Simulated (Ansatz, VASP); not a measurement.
# Two plane-wave programs on LiF

```
Li F
1.0
     0.00000    2.04050    2.04050
     2.04050    0.00000    2.04050
     2.04050    2.04050    0.00000
Li F
1 1
Direct
  0.00000 0.00000 0.00000
  0.50000 0.50000 0.50000
```

Change from the starting cell: functional r2scan, volume scaled by 1.04, PAW files.

Alike in both runs: task electric field gradients; functional r2SCAN; k mesh 10 × 10 × 10; occupations fermi-dirac, width 0.03 eV; no spin polarisation.

|  | VASP | Ansatz |
| --- | --- | --- |
| version | VASP 6.6.1 | Ansatz 0.2.0 |
| potentials or method | VASP PAW PBE potentials, release 64 (Li_sv, F) | PAW with Ansatz's default frozen-core files, scalar-relativistic |
| plane-wave cutoff (eV) | 720 | 500 |
| valence electrons in the cell | 10 | 10 |

|  | VASP | Ansatz | Ansatz less VASP |
| --- | --- | --- | --- |
| gap on the k mesh at the Fermi level (eV) | 9.90 | 9.70 | -0.195 |
| pressure (GPa) | -5.6 | -4.5 | +1.05 |

VASP's potentials were made for PBE, not for r2SCAN.
